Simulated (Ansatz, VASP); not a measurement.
**InP: VASP beside Ansatz**

```
CELL_PARAMETERS angstrom
0.00000 2.98003 2.89063
2.98003 0.00000 2.89063
2.98003 2.98003 0.00000
ATOMIC_POSITIONS crystal
In 0.00000 0.00000 0.00000
P 0.75000 0.75000 0.75000
```

Change from the starting cell: strain -0.0300 x Voigt [0, 0, 1, 0, 0, 0], atoms carried along.

Alike in both runs: task single point; functional PBE; k mesh 10 × 10 × 10; occupations gaussian, width 0.05 eV; no spin polarisation.

|  | VASP | Ansatz |
| --- | --- | --- |
| version | VASP 6.6.1 | Ansatz 0.2.0 |
| potentials or method | VASP PAW PBE potentials, release 64 (In_d, P), cutoff 520 eV | scalar-relativistic, plane waves, PAW |
| valence electrons in the cell | 18 | 18 |

|  | VASP | Ansatz | Ansatz less VASP |
| --- | --- | --- | --- |
| gap on the k mesh at the Fermi level (eV) | 0.51 | 0.51 | +0.003 |
| least direct gap on the mesh (eV) | 0.51 | 0.51 | +0.003 |
| pressure (GPa) | 1.9 | 1.9 | +0.05 |
| traceless stress, the component that is largest in VASP (GPa) | 0.77 | 0.77 | -0.001 |
